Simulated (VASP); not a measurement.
A run of VASP 6.6.1 is set up as follows.

File INCAR:

```
  PREC = Accurate
  ENCUT = 600
  EDIFF = 1E-6
  ISMEAR = 0
  SIGMA = 0.1
  LREAL = False
  LASPH = True
  NELM = 80
  ALGO = Fast
  ISIF = 3
  LWAVE = False
  LCHARG = False
  GGA = PE
  IBRION = 2
  NSW = 100
  EDIFFG = -0.01
```

The input KPOINTS:

```
Automatic mesh
0
Gamma
  21 21 6
```

POSCAR

```
Cr
1.0
    2.4987951132      0.0000000000      0.0000000000
   -1.2493975566      2.1640200469      0.0000000000
    0.0000000000      0.0000000000      8.8014887265
Cr
4
Direct
    0.0000000000      0.0000000000      0.0000000000
    0.0000000000      0.0000000000      0.5000000000
    0.3333333333      0.6666666667      0.7500000000
    0.6666666667      0.3333333333      0.2500000000
```

Potentials or basis: VASP PAW PBE potentials, release 64 (Cr_pv).

Launch:

```bash
$ cat potpaw_PBE.64/Cr_pv/POTCAR > POTCAR
$ mpirun -np 1 vasp_std > vasp.out
```

Question: What does it give for the space group after relaxing (to 0.1 Å)?

Answer: P6_3/mmc (No. 194).

Question: What does it give for the relaxed volume?

Answer: 11.87 Å³/atom.

Question: Predict the relaxed cell.

Answer: a = 2.495 Å, b = 2.495 Å, c = 8.808 Å, α = 90.00°, β = 90.00°, γ = 120.00°.

Stress tensor (GPa, compression positive):
```
0.09 0.00 0.00
0.00 0.09 0.00
0.00 0.00 0.01
```

Caveat: the highest band is partly filled, so the run has too few bands; the run has no spin polarisation, though such a crystal can be magnetic. Spin polarisation is off, so any magnetic state and its effect on volume and gap are missing.
